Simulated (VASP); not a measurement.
# SiGe2 (P-62m) in VASP: notebook

Runs on SiGe2. Level: PBE. Tasks: single point.

All numbers are computed with VASP 6.6.1; they aren't measurements. Logs are shortened: lines on timing, memory, paths and dates and some standing lists are left out, and cuts for length are marked.

## Step 1: The cell of the first run

Symmetry: P-62m, No. 189, hexagonal system. The conventional cell has a = 5.142 Å, b = 5.142 Å, c = 4.697 Å, α = 90.00°, β = 90.00°, γ = 120.00°. Si (site symmetry -6) has 9 Ge at 2.91 to 2.97 Å and 3 Si at 2.97 Å within 3.8 Å. Ge (site symmetry -62m) has 6 Ge at 2.91 Å and 6 Si at 2.97 Å within 3.8 Å. Ge (site symmetry m2m) has 4 Si at 2.91 Å and 8 Ge at 2.91 to 2.97 Å within 3.8 Å.

## Step 2: Single point, PBE

INCAR reads:

```
SYSTEM = SiGe2
PREC = Accurate
ENCUT = 520
EDIFF = 1E-6
ISMEAR = 0
SIGMA = 0.1
LREAL = .False.
LASPH = .True.
NELM = 60
ALGO = Normal
ISIF = 2
LWAVE = .False.
LCHARG = .False.
GGA = PE
NBANDS = 41
```

KPOINTS reads:

```
regular mesh
0
Gamma
  6 6 4
  0 0 0
```

POSCAR reads:

```
SiGe2
1.0
    5.1417452900      0.0000000000      0.0000000000
   -2.5708726500      4.4528820400      0.0000000000
    0.0000000000      0.0000000000      4.6965191700
Si Ge
2 4
Direct
    0.6666666700      0.3333333300      0.0000000000
    0.3333333300      0.6666666700      0.0000000000
    0.0000000000      0.0000000000      0.0000000000
    0.0000000000      0.3333333300      0.5000000000
    0.6666666700      0.6666666700      0.5000000000
    0.3333333300      0.0000000000      0.5000000000
```

Potentials or basis: VASP PAW PBE potentials, release 64 (Si, Ge_d).

The run is started by

```console
cat potpaw_PBE.64/Si/POTCAR potpaw_PBE.64/Ge_d/POTCAR > POTCAR
mpirun -np 1 vasp_std > vasp.out
```

OUTCAR:

```text
SYSTEM = SiGe2
   PREC = Accurate
   ENCUT = 520
   EDIFF = 1E-6
   ISMEAR = 0
   LREAL = .False.
   LASPH = .True.
   NELM = 60
   ISIF = 2
   GGA = PE

 ion  position               nearest neighbor table
   1  0.667  0.333  0.000-   4 2.91   4 2.91   6 2.91   6 2.91   5 2.91   5 2.91   2 2.97   2 2.97
                             3 2.97   3 2.97   3 2.97   2 2.97
   2  0.333  0.667  0.000-   6 2.91   6 2.91   4 2.91   4 2.91   5 2.91   5 2.91   1 2.97   1 2.97
                             3 2.97   3 2.97   3 2.97   1 2.97
   3  0.000  0.000  0.000-   5 2.91   5 2.91   6 2.91   6 2.91   4 2.91   4 2.91   1 2.97   2 2.97
                             1 2.97   2 2.97   1 2.97   2 2.97
   4  0.000  0.333  0.500-   1 2.91   1 2.91   3 2.91   3 2.91   2 2.91   2 2.91
   5  0.667  0.667  0.500-   3 2.91   3 2.91   2 2.91   2 2.91   1 2.91   1 2.91
   6  0.333  0.000  0.500-   3 2.91   3 2.91   2 2.91   2 2.91   1 2.91   1 2.91

  LATTYP: Found a hexagonal cell.
 ALAT       =     5.1417452900
 C/A-ratio  =     0.9134095341

  Lattice vectors:

 A1 = (   5.1417452900,   0.0000000000,   0.0000000000)
 A2 = (  -2.5708726500,   4.4528820400,   0.0000000000)
 A3 = (   0.0000000000,   0.0000000000,   4.6965191700)

Analysis of symmetry for initial positions (statically):
=====================================================================
 Subroutine PRICEL returns:
 Original cell was already a primitive cell.

 Routine SETGRP: Setting up the symmetry group for a
 hexagonal supercell.

 Subroutine GETGRP returns: Found 12 space group operations
 (whereof 12 operations were pure point group operations)
 out of a pool of 24 trial point group operations.

The static configuration has the point symmetry D_3h.

Analysis of symmetry for dynamics (positions and initial velocities):
=====================================================================
 Subroutine PRICEL returns:
 Original cell was already a primitive cell.

 Routine SETGRP: Setting up the symmetry group for a
 hexagonal supercell.

 Subroutine GETGRP returns: Found 12 space group operations
 (whereof 12 operations were pure point group operations)
 out of a pool of 24 trial point group operations.

The dynamic configuration has the point symmetry D_3h.

 Subroutine INISYM returns: Found 12 space group operations
 (whereof 12 operations are pure point group operations),
 and found     1 'primitive' translations

----------------------------------------------------------------------------------------

                                     Primitive cell

  volume of cell :     107.5296

  direct lattice vectors                    reciprocal lattice vectors
     5.141745290  0.000000000  0.000000000     0.194486491  0.112286828  0.000000000
    -2.570872650  4.452882040  0.000000000     0.000000000  0.224573656  0.000000000
     0.000000000  0.000000000  4.696519170     0.000000000  0.000000000  0.212923649

  length of vectors
     5.141745290  5.141745292  4.696519170     0.224573656  0.224573656  0.212923649

  position of ions in fractional coordinates (direct lattice)
     0.666666670  0.333333330  0.000000000
     0.333333330  0.666666670  0.000000000
     0.000000000  0.000000000  0.000000000
     0.000000000  0.333333330  0.500000000
     0.666666670  0.666666670  0.500000000
     0.333333330  0.000000000  0.500000000

  ion indices of the primitive-cell ions
   primitive index   ion index
                 1           1
                 2           2
                 3           3
                 4           4
                 5           5
                 6           6

----------------------------------------------------------------------------------------

 KPOINTS: regular mesh

Automatic generation of k-mesh.
 Grid dimensions read from file:
 generate k-points for:    6    6    4

 Generating k-lattice:

  Cartesian coordinates                     Fractional coordinates (reciprocal lattice)
     0.032414415  0.018714471  0.000000000     0.166666667  0.000000000  0.000000000
     0.000000000  0.037428943  0.000000000     0.000000000  0.166666667  0.000000000
     0.000000000  0.000000000  0.053230912     0.000000000  0.000000000  0.250000000

  Length of vectors
     0.037428943  0.037428943  0.053230912

  Shift w.r.t. Gamma in fractional coordinates (k-lattice)
     0.000000000  0.000000000  0.000000000

 Subroutine IBZKPT returns following result:
 ===========================================

 Found     21 irreducible k-points:

 Following reciprocal coordinates:
            Coordinates               Weight
  0.000000  0.000000  0.000000      1.000000
  0.166667 -0.000000  0.000000      6.000000
  0.333333 -0.000000  0.000000      6.000000
  0.500000  0.000000  0.000000      3.000000
  0.166667  0.166667  0.000000      6.000000
  0.333333  0.166667  0.000000     12.000000
[... 13 lines left out ...]
  0.333333  0.166667  0.500000     12.000000
  0.333333  0.333333  0.500000      2.000000
   k-points           NKPTS =     21   k-points in BZ     NKDIM =     21   number of bands    NBANDS=     41
   number of dos      NEDOS =    301   number of ions     NIONS =      6
   total plane-waves  NPLWV =  57600
   dimension x,y,z NGX =    40 NGY =   40 NGZ =   36
   dimension x,y,z NGXF=    80 NGYF=   80 NGZF=   72
   ions per type =               2   4
   NGX,Y,Z   is equivalent  to a cutoff of  12.93, 12.93, 12.74 a.u.
   NGXF,Y,Z  is equivalent  to a cutoff of  25.87, 25.87, 25.49 a.u.
 SYSTEM =  SiGe2
   PREC   = accura    normal or accurate (medium, high low for compatibility)
   ISTART =      0    job   : 0-new  1-cont  2-samecut
   ICHARG =      2    charge: 1-file 2-atom 10-const
   ISPIN  =      1    spin polarized calculation?
   LNONCOLLINEAR =      F non collinear calculations
   LSORBIT =      F    spin-orbit coupling
   LASPH  =      T    aspherical Exc in radial PAW
   ENCUT  =  520.0 eV  38.22 Ry    6.18 a.u.   9.56  9.56  8.73*2*pi/ulx,y,z
   NELM   =     60;   NELMIN=  2; NELMDL= -5     # of ELM steps
   EDIFF  = 0.1E-05   stopping-criterion for ELM
   LREAL  =      F    real-space projection
   EDIFFG = 0.1E-04   stopping-criterion for IOM
   NSW    =      0    number of steps for IOM
   IBRION =     -1    ionic relax: 0-MD 1-quasi-New 2-CG
   NFREE  =      0    steps in history (QN), initial steepest desc. (CG)
   ISIF   =      2    stress and relaxation
   ISYM   =      2    0-nonsym 1-usesym 2-fastsym
   POTIM  = 0.5000    time-step for ionic-motion
   TEBEG  =    0.0;   TEEND  =   0.0 temperature during run
   PSTRESS=    0.0 pullay stress
   NELECT =      64.0000    total number of electrons
   NUPDOWN=      -1.0000    fix difference up-down
   EMIN   =  10.00;   EMAX   =-10.00  energy-range for DOS
   EFERMI =   0.00;   METHOD = LEGACY
   ISMEAR =     0;   SIGMA  =   0.10  broadening in eV -4-tet -1-fermi 0-gaus
   EFERMI_NEDOS =   21; number of points for ismear=-14 and -15
   IALGO  =     38    algorithm
   IMIX   =      4    mixing-type and parameters
     AMIX     =   0.40;   BMIX     =  1.00
     AMIX_MAG =   1.60;   BMIX_MAG =  1.00
  volume/ion in A,a.u.               =      17.92       120.94
  Fermi-wavevector in a.u.,A,eV,Ry     =   1.377079  2.602302 25.801364  1.896347
  Thomas-Fermi vector in A             =   2.502265
   LORBIT       =      0    0 simple, 1 ext, 2 COOP (PROOUT), +10 PAW based schemes
   GGA     = PE    functional components
   LHFCALC =     F    Hartree Fock is set to
   AEXX    =    0.0000 exact exchange contribution
   IVDW    =     0    specifies the selected vdW correction
   LEPSILON=     F    determine dielectric tensor
   LRPA    =     F    only Hartree local field effects (RPA)
 non-spin polarized calculation
 Gauss-broadening in eV      SIGMA  =   0.10
  energy-cutoff  :      520.00
  volume of cell :      107.53
 maximum number of plane-waves:      2927
 NGX is ok and might be reduce to    40

 number of electron      64.0000025 magnetization

 Free energy of the ion-electron system (eV)
  ---------------------------------------------------
  ext. energy  EPLUGINS =         0.00000000
  ---------------------------------------------------
  free energy    TOTEN  =       -26.15454081 eV

  energy without entropy =      -26.13944584  energy(sigma->0) =      -26.14699333

 E-fermi :   7.5355     XC(G=0): -11.1580

 val. band max:        7.4994388515   @ k =   0.5000   0.0000   0.2500
 cond. band min:       7.6285663118   @ k =   0.3333  -0.0000   0.5000
 fundamental gap:      0.1291274603
 Fermi energy:         7.5354652790

 k-point     1 :       0.0000    0.0000    0.0000
  band No.  band energies     occupation
      1     -17.3794      2.00000
      2     -17.3794      2.00000
      3     -17.3750      2.00000
      4     -17.3750      2.00000
      5     -17.3733      2.00000
      6     -17.3565      2.00000
[... 33 lines left out ...]
     40      12.2336      0.00000
     41      12.2336      0.00000

 k-point     2 :       0.1667   -0.0000    0.0000
  band No.  band energies     occupation
      1     -17.3821      2.00000
      2     -17.3772      2.00000
      3     -17.3760      2.00000
      4     -17.3737      2.00000
      5     -17.3723      2.00000
      6     -17.3660      2.00000
[... 33 lines left out ...]
     40      12.0207      0.00000
     41      12.7640      0.00000

 k-point     3 :       0.3333   -0.0000    0.0000
  band No.  band energies     occupation
      1     -17.4062      2.00000
      2     -17.3852      2.00000
      3     -17.3793      2.00000
      4     -17.3767      2.00000
      5     -17.3662      2.00000
      6     -17.3652      2.00000
[... 33 lines left out ...]
     40      11.3216      0.00000
     41      12.8892      0.00000

 k-point     4 :       0.5000    0.0000    0.0000
  band No.  band energies     occupation
      1     -17.4177      2.00000
      2     -17.3879      2.00000
      3     -17.3832      2.00000
      4     -17.3765      2.00000
      5     -17.3608      2.00000
      6     -17.3590      2.00000
[... 693 lines left out ...]
     40      13.0223      0.00000
     41      13.0576      0.00000

 k-point    20 :       0.3333    0.1667    0.5000
  band No.  band energies     occupation
      1     -17.4078      2.00000
      2     -17.3961      2.00000
      3     -17.3937      2.00000
      4     -17.3824      2.00000
      5     -17.3545      2.00000
      6     -17.3540      2.00000
[... 33 lines left out ...]
     40      11.9188      0.00000
     41      12.0258      0.00000

 k-point    21 :       0.3333    0.3333    0.5000
  band No.  band energies     occupation
      1     -17.4051      2.00000
      2     -17.4051      2.00000
      3     -17.4046      2.00000
      4     -17.3805      2.00000
      5     -17.3527      2.00000
      6     -17.3527      2.00000
[... 33 lines left out ...]
     40      11.9962      0.00000
     41      12.0310      0.00000

------------------------ aborting loop because EDIFF is reached ----------------------------------------

  FORCE on cell =-STRESS in cart. coord.  units (eV):
  Direction    XX          YY          ZZ          XY          YZ          ZX
  --------------------------------------------------------------------------------------
  -------------------------------------------------------------------------------------
  Total       -1.9437396     -1.9437396      1.7749657      0.0000000      0.0000000      0.0000000
  in kB      -28.9614847    -28.9614847     26.4467744      0.0000000      0.0000000      0.0000000
  external PRESSURE =     -10.4920650 kB  Pullay stress =       0.0000000 kB

 VOLUME and BASIS-vectors are now :
 -----------------------------------------------------------------------------
  energy-cutoff  :      520.00
  volume of cell :      107.53
      direct lattice vectors                 reciprocal lattice vectors
     5.141745290  0.000000000  0.000000000     0.194486491  0.112286828  0.000000000
    -2.570872650  4.452882040  0.000000000     0.000000000  0.224573656  0.000000000
     0.000000000  0.000000000  4.696519170     0.000000000  0.000000000  0.212923649

 POSITION                                       TOTAL-FORCE (eV/Angst)
 -----------------------------------------------------------------------------------
      2.57087      1.48429      0.00000        -0.000000      0.000000      0.000000
     -0.00000      2.96859      0.00000        -0.000000      0.000000      0.000000
      0.00000      0.00000      0.00000        -0.000000      0.000000      0.000000
     -0.85696      1.48429      2.34826        -0.106453      0.184383      0.000000
      1.71392      2.96859      2.34826        -0.106453     -0.184383      0.000000
      1.71392      0.00000      2.34826         0.212907     -0.000000      0.000000
 -----------------------------------------------------------------------------------
    total drift:                                0.000001      0.000001     -0.000000

  FREE ENERGIE OF THE ION-ELECTRON SYSTEM (eV)
  ---------------------------------------------------
  free  energy   TOTEN  =       -26.1545408143 eV

  energy  without entropy=      -26.1394458432  energy(sigma->0) =      -26.14699333
```

Wall time 2.1 min (1 thread of AMD EPYC 7R43 (Zen 3), shared host); peak memory 0.22 GiB.

What came out:

```yaml
Free_energy: -26.1545 eV
Pressure: -1.0 GPa
Largest_force: 0.213 eV/Å
Band_gap_on_the_k_mesh: zero (band 32 reaches 8.30 eV, above the bottom of band 33 at 4.83 eV)
```

Forces on the atoms (eV/Å):
```
Si   0.000  0.000  0.000
Si   0.000  0.000  0.000
Ge   0.000  0.000  0.000
Ge  -0.106  0.184  0.000
Ge  -0.106 -0.184  0.000
Ge   0.213  0.000  0.000
```

Stress tensor (GPa, compression positive):
```
-2.90  0.00  0.00
 0.00 -2.90  0.00
 0.00  0.00  2.64
```

## Step 3: Single point, PBE

This run uses another cell than the first one, of the same volume but with other edges.

INCAR reads:

```
PREC = Accurate
ENCUT = 520
EDIFF = 1E-6
ISMEAR = 0
SIGMA = 0.1
LREAL = False
LASPH = True
NELM = 80
ALGO = Normal
ISIF = 2
LWAVE = False
LCHARG = True
GGA = PE
LELF = True
LVHAR = True
NBANDS = 41
```

KPOINTS reads:

```
regular mesh
0
Gamma
  12 12 8
```

POSCAR reads:

```
SiGe2
1.0
    4.9964186758      0.0000000028      0.0000000000
   -2.4982093403      4.3270254998      0.0000000000
    0.0000000000      0.0000000000      4.9804596713
Si Ge
2 4
Direct
    0.6666666667      0.3333333333      0.0000000000
    0.3333333333      0.6666666667      0.0000000000
    0.0000000000      0.0000000000      0.0000000000
    0.0000000000      0.3392888349      0.5000000000
    0.6607111651      0.6607111651      0.5000000000
    0.3392888349      0.0000000000      0.5000000000
```

Potentials or basis: VASP PAW PBE potentials, release 64 (Si, Ge_d).

The run is started by

```console
cat potpaw_PBE.64/Si/POTCAR potpaw_PBE.64/Ge_d/POTCAR > POTCAR
mpirun -np 1 vasp_std > vasp.out
```

It took 11 min on 1 thread of AMD EPYC 7R43 (Zen 3), shared host; peak memory 0.4 GiB.

It converged, with:

```yaml
Free_energy: -26.1829 eV
Pressure: 0.1 GPa
Band_gap_on_the_k_mesh: zero (band 32 reaches 8.86 eV, above the bottom of band 33 at 4.82 eV)
```

Levels at points of the mesh, in eV from the Fermi level:
| k point | band 29 | band 30 | band 31 | band 32 | band 33 | band 34 | band 35 | band 36 |
| --- | --- | --- | --- | --- | --- | --- | --- | --- |
| (0.00, 0.00, 0.00) | -4.04 | -0.78 | -0.78 | -0.41 | -0.36 | 0.05 | 0.05 | 0.87 |
| (0.50, 0.00, 0.00) | -2.76 | -2.14 | -1.00 | 0.10 | 0.11 | 1.01 | 1.03 | 1.23 |
| (0.00, 0.00, 0.50) | -3.60 | -3.36 | -2.66 | -2.66 | -2.61 | -2.61 | 0.31 | 0.32 |
| (0.50, 0.00, 0.50) | 0.93 | 1.05 | 1.07 | 1.43 | 1.78 | 1.91 | 2.01 | 2.08 |
